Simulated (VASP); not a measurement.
# ZrSe2 (m.B) in VASP: single point with PBE+D3(BJ)

Aim: the single point of ZrSe2 (m.B) with PBE+D3(BJ).

Everything below comes from runs of VASP 6.6.1. Logs are shortened: lines on timing, memory, paths and dates and some standing lists are left out, and cuts for length are marked.

## Step 1: The cell of the first run

The cell holds a sheet with vacuum, 3 atoms: a = 3.755 Å, b = 3.755 Å, c = 30.120 Å, α = 90.00°, β = 90.00°, γ = 120.00°.

## Step 2: Single point, PBE+D3(BJ)

Contents of INCAR:

```
PREC = Accurate
ENCUT = 400
EDIFF = 1E-6
ISMEAR = 0
SIGMA = 0.03
LREAL = False
LASPH = True
NELM = 120
ALGO = Normal
ISIF = 2
LWAVE = False
LCHARG = True
LDIPOL = True
IDIPOL = 3
DIPOL = 0.5 0.5 0.285
GGA = PE
IVDW = 12
LELF = True
LVHAR = True
LVACPOTAV = True
NBANDS = 19
GGA_COMPAT = False
NELMDL = -8
```

Contents of KPOINTS:

```
Automatic mesh
0
Gamma
  12 12 1
```

Contents of POSCAR:

```
ZrSe2
1.0
    3.7545335222      0.0000000000      0.0000000000
   -1.8772667611      3.2515214096      0.0000000000
    0.0000000000      0.0000000000     30.1200000017
Se Zr
2 1
Direct
    0.3333333333      0.6666666667      0.2319434131
    0.6666666667      0.3333333333      0.3377777024
    0.0000000000      0.0000000000      0.2848605578
```

Potentials or basis: VASP PAW PBE potentials, release 64 (Se, Zr_sv).

Started as:

```bash
$ cat potpaw_PBE.64/Se/POTCAR potpaw_PBE.64/Zr_sv/POTCAR > POTCAR
$ mpirun -np 1 vasp_std > vasp.out
```

OUTCAR:

```text
PREC = Accurate
   ENCUT = 400
   EDIFF = 1E-6
   ISMEAR = 0
   LREAL = False
   LASPH = True
   NELM = 120
   ISIF = 2
   GGA = PE
   IVDW = 12
   NELMDL = -8
 IVDW          = 12

 ion  position               nearest neighbor table
   1  0.333  0.667  0.232-   3 2.69   3 2.69   3 2.69
   2  0.667  0.333  0.338-   3 2.69   3 2.69   3 2.69
   3  0.000  0.000  0.285-   2 2.69   2 2.69   2 2.69   1 2.69   1 2.69   1 2.69

  LATTYP: Found a hexagonal cell.
 ALAT       =     3.7545335222
 C/A-ratio  =     8.0223015252

  Lattice vectors:

 A1 = (   3.7545335222,   0.0000000000,   0.0000000000)
 A2 = (  -1.8772667611,   3.2515214096,   0.0000000000)
 A3 = (   0.0000000000,   0.0000000000,  30.1200000017)

Analysis of symmetry for initial positions (statically):
=====================================================================
 Subroutine PRICEL returns:
 Original cell was already a primitive cell.

 Routine SETGRP: Setting up the symmetry group for a
 hexagonal supercell.

 Subroutine GETGRP returns: Found 12 space group operations
 (whereof  6 operations were pure point group operations)
 out of a pool of 24 trial point group operations.

The static configuration has the point symmetry C_3v.
 The point group associated with its full space group is D_3d.

Analysis of symmetry for dynamics (positions and initial velocities):
=====================================================================
 Subroutine PRICEL returns:
 Original cell was already a primitive cell.

 Routine SETGRP: Setting up the symmetry group for a
 hexagonal supercell.

 Subroutine GETGRP returns: Found 12 space group operations
 (whereof  6 operations were pure point group operations)
 out of a pool of 24 trial point group operations.

The dynamic configuration has the point symmetry C_3v.
 The point group associated with its full space group is D_3d.

 Subroutine INISYM returns: Found 12 space group operations
 (whereof  6 operations are pure point group operations),
 and found     1 'primitive' translations

----------------------------------------------------------------------------------------

                                     Primitive cell

  volume of cell :     367.7033

  direct lattice vectors                    reciprocal lattice vectors
     3.754533522  0.000000000  0.000000000     0.266344672  0.153774168  0.000000000
    -1.877266761  3.251521410  0.000000000     0.000000000  0.307548336  0.000000000
     0.000000000  0.000000000 30.120000002     0.000000000  0.000000000  0.033200531

[... 83 lines left out ...]
   IBRION =     -1    ionic relax: 0-MD 1-quasi-New 2-CG
   NFREE  =      0    steps in history (QN), initial steepest desc. (CG)
   ISIF   =      2    stress and relaxation
   ISYM   =      2    0-nonsym 1-usesym 2-fastsym
   POTIM  = 0.5000    time-step for ionic-motion
   TEBEG  =    0.0;   TEEND  =   0.0 temperature during run
   PSTRESS=    0.0 pullay stress
   NELECT =      24.0000    total number of electrons
   NUPDOWN=      -1.0000    fix difference up-down
   EMIN   =  10.00;   EMAX   =-10.00  energy-range for DOS
   EFERMI =   0.00;   METHOD = LEGACY
   ISMEAR =     0;   SIGMA  =   0.03  broadening in eV -4-tet -1-fermi 0-gaus
   EFERMI_NEDOS =   21; number of points for ismear=-14 and -15
   IALGO  =     38    algorithm
   IMIX   =      4    mixing-type and parameters
     AMIX     =   0.40;   BMIX     =  1.00
     AMIX_MAG =   1.60;   BMIX_MAG =  1.00
  volume/ion in A,a.u.               =     122.57       827.13
  Fermi-wavevector in a.u.,A,eV,Ry     =   0.659143  1.245599  5.911309  0.434469
  Thomas-Fermi vector in A             =   1.731185
   LORBIT       =      0    0 simple, 1 ext, 2 COOP (PROOUT), +10 PAW based schemes
   GGA     = PE    functional components
   LHFCALC =     F    Hartree Fock is set to
   AEXX    =    0.0000 exact exchange contribution
   IVDW    =    12    specifies the selected vdW correction
   LEPSILON=     F    determine dielectric tensor
   LRPA    =     F    only Hartree local field effects (RPA)
 non-spin polarized calculation
 Gauss-broadening in eV      SIGMA  =   0.03
  energy-cutoff  :      400.00
  volume of cell :      367.70
 maximum number of plane-waves:      6756
   NGX = 13   NGY = 13   NGZ = 99

 dipolmoment           0.000000      0.000000     -0.000024 electrons x Angstroem

 number of electron      24.0000001 magnetization

 dipolmoment           0.000000      0.000000      0.000004 electrons x Angstroem

 Free energy of the ion-electron system (eV)
  ---------------------------------------------------
  ext. energy  EPLUGINS =         0.00000000
  ---------------------------------------------------
  free energy    TOTEN  =       -19.58427436 eV

  energy without entropy =      -19.58427436  energy(sigma->0) =      -19.58427436

 E-fermi :  -3.2176     XC(G=0):  -2.3225

 val. band max:       -3.4682772842   @ k =   0.0000   0.0000   0.0000
 cond. band min:      -3.0898949002   @ k =   0.5000  -0.0000   0.0000
 fundamental gap:      0.3783823840
 Fermi energy:        -3.2175948383

 k-point     1 :       0.0000    0.0000    0.0000
  band No.  band energies     occupation
      1     -52.9145      2.00000
      2     -30.9622      2.00000
      3     -30.8471      2.00000
      4     -30.8471      2.00000
      5     -16.5077      2.00000
      6     -15.6228      2.00000
[... 395 lines left out ...]
      6     -15.4214      2.00000
[... 11 lines left out ...]
     18       3.7832      0.00000
     19       4.3978      0.00000

------------------------ aborting loop because EDIFF is reached ----------------------------------------

 Edisp (eV)   -0.81873

 E8    (eV) :    -0.3929

  FORCE on cell =-STRESS in cart. coord.  units (eV):
  Direction    XX          YY          ZZ          XY          YZ          ZX
  --------------------------------------------------------------------------------------
  -------------------------------------------------------------------------------------
  Total       0.01297     0.01297     0.01440     0.00000     0.00000    -0.00000
  in kB       0.05651     0.05651     0.06273     0.00000     0.00000    -0.00000
  external pressure =        0.06 kB  Pullay stress =        0.00 kB

 VOLUME and BASIS-vectors are now :
 -----------------------------------------------------------------------------
  energy-cutoff  :      400.00
  volume of cell :      367.70
      direct lattice vectors                 reciprocal lattice vectors
     3.754533522  0.000000000  0.000000000     0.266344672  0.153774168  0.000000000
    -1.877266761  3.251521410  0.000000000     0.000000000  0.307548336  0.000000000
     0.000000000  0.000000000 30.120000002     0.000000000  0.000000000  0.033200531

 POSITION                                       TOTAL-FORCE (eV/Angst)
 -----------------------------------------------------------------------------------
     -0.00000      2.16768      6.98614         0.000000      0.000000     -0.018854
      1.87727      1.08384     10.17386        -0.000000     -0.000000      0.018854
      0.00000      0.00000      8.58000         0.000000      0.000000     -0.000000
 -----------------------------------------------------------------------------------
    total drift:                               -0.000000      0.000000      0.000079

  FREE ENERGIE OF THE ION-ELECTRON SYSTEM (eV)
  ---------------------------------------------------
  free  energy   TOTEN  =       -20.4029999250 eV

  energy  without entropy=      -20.4029999250  energy(sigma->0) =      -20.40299993

 vacuum level on the upper side and lower side of the slab         2.050         2.050
```

OSZICAR:

```text
N       E                     dE             d eps       ncg     rms          rms(c)
DAV:   1     0.130543555545E+03    0.13054E+03   -0.89589E+03   962   0.736E+02
DAV:   2    -0.361109618288E+01   -0.13415E+03   -0.12963E+03   983   0.179E+02
DAV:   3    -0.207956827020E+02   -0.17185E+02   -0.17143E+02  1321   0.549E+01
DAV:   4    -0.211915993364E+02   -0.39592E+00   -0.39506E+00  1049   0.796E+00
[... 16 lines left out ...]
DAV:  21    -0.195842578492E+02   -0.19568E-04   -0.76053E-07   707   0.231E-03    0.785E-04
DAV:  22    -0.195842676004E+02   -0.97512E-05   -0.36684E-07   757   0.165E-03    0.512E-04
DAV:  23    -0.195842714531E+02   -0.38527E-05   -0.70805E-08   731   0.748E-04    0.201E-04
DAV:  24    -0.195842737175E+02   -0.22644E-05   -0.48220E-08   712   0.547E-04    0.337E-04
DAV:  25    -0.195842743610E+02   -0.64351E-06   -0.55549E-09   632   0.249E-04
   1 F= -.20403000E+02 E0= -.20403000E+02  d E =-.476694E-11
```

stdout:

```text
POSCAR found type information on POSCAR SeZr
 POSCAR found :  2 types and       3 ions
 scaLAPACK will be used
 LDA part: xc-table for (Slater+PW92), standard interpolation
 POSCAR, INCAR and KPOINTS ok, starting setup
 FFT: planning ... GRIDC
 FFT: planning ... GRID_SOFT
 FFT: planning ... GRID
 WAVECAR not read
 entering main loop
 -----------------------------------------------------------------------------
|                                                                             |
|           W    W    AA    RRRRR   N    N  II  N    N   GGGG   !!!           |
|           W    W   A  A   R    R  NN   N  II  NN   N  G    G  !!!           |
|           W    W  A    A  R    R  N N  N  II  N N  N  G       !!!           |
|           W WW W  AAAAAA  RRRRR   N  N N  II  N  N N  G  GGG   !            |
|           WW  WW  A    A  R   R   N   NN  II  N   NN  G    G                |
|           W    W  A    A  R    R  N    N  II  N    N   GGGG   !!!           |
|                                                                             |
|     Did not find any points to average over, which means that no vacuum     |
|     field-free region was found. Please increase the size of  your cell     |
|     in the dimension of the dipole correction to obtain accurate            |
|     workfunction values.                                                    |
|                                                                             |
 -----------------------------------------------------------------------------
```

Wall time 2.1 min (1 thread of AMD EPYC 7R13 (Zen 3), shared host); peak memory 0.35 GiB.

What came out:

```yaml
Free_energy: -20.4030 eV
Largest_force: 0.019 eV/Å
Band_gap_on_the_k_mesh: 0.38 eV, indirect (least direct gap 1.10 eV)
Dispersion_energy_per_atom: -0.273 eV
```

Forces on the atoms (eV/Å):
```
Se   0.000  0.000 -0.019
Se   0.000  0.000  0.019
Zr   0.000  0.000  0.000
```
